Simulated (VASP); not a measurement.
The system is H4RuCl.

```
H Ru Cl
1.0
     3.95558    0.00000    0.00000
     0.00000    3.95558    0.00000
     0.00000    0.00000    3.95558
H Ru Cl
4 1 1
Direct
  0.14800 0.14800 0.14800
  0.14800 0.85200 0.85200
  0.85200 0.85200 0.14800
  0.85200 0.14800 0.85200
  0.00000 0.00000 0.00000
  0.50000 0.50000 0.50000
```

| Item | Value |
| --- | --- |
| Program | VASP 6.6.1 |
| Task | relaxation of cell and atoms |
| Functional | PBE |
| Potentials or basis | VASP PAW PBE potentials, release 64 (H, Ru_pv, Cl) |
| Cutoff | 600 eV |
| k mesh | 4 × 4 × 4 |
| Occupations | gaussian, width 0.1 eV |
| Spin | collinear spin, ferromagnetic start |
| Starting moments | [0.0, 0.0, 0.0, 0.0, 1.0, 0.0] μB |

At the start: pressure 143.9 GPa; volume 10.32 Å³/atom.

**Question.** Where does the relaxation end?

**Answer.** Over 13 steps the energy falls by 4740.5 meV/atom and the volume is 12.47 Å³/atom (+20.9 %); space group P-43m (No. 215, to 0.05 Å); moment 0.99 μB per cell.

The path:
```tsv
step	energy change (eV)	largest force (eV/Å)	pressure (GPa)	volume (Å³)
1	0.0000	41.4204	143.89	61.89
2	134.6977	203.2403	129.37	187.48
3	-24.3817	2.9912	-6.98	82.20
4	-24.7928	2.9341	-7.18	80.74
5	-27.3542	2.1911	-4.71	70.90
6	-28.1275	1.1399	0.76	66.29
7	-28.2379	0.2758	5.34	64.07
8	-28.2383	0.3467	4.96	64.22
9	-28.2383	0.3253	5.08	64.17
10	-28.3204	0.3423	3.12	66.74
11	-28.4142	0.4000	-0.55	73.29
12	-28.4170	0.4149	-1.08	74.50
13	-28.4431	0.0019	0.30	74.82
```

Final structure:
```yaml
crystal:
  lattice:
    - [4.21372, 0.00000, 0.00000]
    - [0.00000, 4.21372, 0.00000]
    - [0.00000, 0.00000, 4.21372]
  atoms:
    - { symbol: H, position: [0.21847, 0.21847, 0.21847] }
    - { symbol: H, position: [0.21847, 0.78153, 0.78153] }
    - { symbol: H, position: [0.78153, 0.78153, 0.21847] }
    - { symbol: H, position: [0.78153, 0.21847, 0.78153] }
    - { symbol: Ru, position: [0.00000, 0.00000, 0.00000] }
    - { symbol: Cl, position: [0.50000, 0.50000, 0.50000] }
```

Caveat: the k points lie up to 0.37 Å⁻¹ apart in the final cell; the volume moved by over 15 % at a fixed basis, so the end points are rough.
